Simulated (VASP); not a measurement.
Input of a VASP 6.6.1 run:

File INCAR:

```
SYSTEM = WC
  PREC = Accurate
  ENCUT = 1300
  EDIFF = 1E-6
  ISMEAR = 0
  SIGMA = 0.1
  LREAL = .FALSE.
  LASPH = .TRUE.
  NELM = 120
  ALGO = Normal
  ISIF = 2
  LWAVE = .FALSE.
  LCHARG = .FALSE.
  GGA = PS
  NBANDS = 16
  GGA_COMPAT = .FALSE.
```

Contents of KPOINTS:

```
regular mesh
0
G
  8 8 8
  0 0 0
```

The input POSCAR:

```
WC
1.0
    0.0000000000      2.1697819421      2.1697819421
    2.1697819421      0.0000000000      2.1697819421
    2.1697819421      2.1697819421      0.0000000000
W C
1 1
Direct
    0.5000000000      0.5000000000      0.5000000000
    0.0000000000      0.0000000000      0.0000000000
```

Potentials or basis: VASP PAW PBE potentials, release 64 (W_sv, C_h).

The run is started by

```bash
$ cat potpaw_PBE.64/W_sv/POTCAR potpaw_PBE.64/C_h/POTCAR > POTCAR
$ mpirun -np 1 vasp_std > vasp.out
```

Task: Predict the pressure.

Result: 2.9 GPa.

Task: Estimate the band gap on the k mesh.

Result: Zero (bands 9 and 10 overlap by 3.27 eV).

Caveat: the PAW data sets were made with another functional, which shifts forces and pressure a little; spin-orbit coupling is left out, which moves the levels of the heavy elements.
